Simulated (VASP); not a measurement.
## Be: single point with PBEsol

Crystal: Be.

```
CELL_PARAMETERS angstrom
2.24244 0.00000 0.00000
-1.12122 1.94201 0.00000
0.00000 0.00000 3.63275
ATOMIC_POSITIONS crystal
Be 0.19333 0.59667 0.14500
Be 0.80667 0.40333 0.85500
```

This cell differs from its parent crystal: shortest bond scaled by 0.58.

* Program: VASP 6.6.1
* Task: single point
* Functional: PBEsol
* Potentials or basis: VASP PAW PBE potentials, release 64 (Be)
* Cutoff: 520 eV
* k mesh: 15 × 15 × 8
* Occupations: fermi-dirac, width 0.05 eV
* Spin: no spin polarisation
* Dipole correction: no
* Further INCAR settings: ALGO = Normal; EDIFF = 1e-07; NBANDS = 9

| Property | Result |
| --- | --- |
| Pressure | 67.1 GPa |
| Largest force | 18.367 eV/Å |
| Band gap on the k mesh | zero (band 2 reaches 7.34 eV, above the bottom of band 3 at 5.44 eV) |

Forces in eV/Å, atoms in the order of the input:
```
Be    8.581   4.954  15.465
Be   -8.581  -4.954 -15.465
```

Stress tensor (GPa, compression positive):
```
 48.37  37.48  87.98
 37.48   5.10  50.80
 87.98  50.80 147.93
```

Levels at points of the mesh, in eV from the Fermi level:
```
           k point  band 1  band 2  band 3  band 4  band 5  band 6
(0.00, 0.00, 0.00)  -10.78   -2.49   -0.76   13.99   14.87   18.50
(0.00, 0.00, 0.50)   -9.66   -7.08    6.17   13.82   15.02   15.11
```

Wall time 51 s on 1 thread of Intel(R) Xeon(R) Platinum 8375C CPU @ 2.90GHz (Ice Lake), on a shared host, peak memory 0.17 GiB.

Caveat: the cell differs from its parent crystal (shortest bond scaled by 0.58); the PAW data sets were made with another functional, which shifts forces and pressure a little.
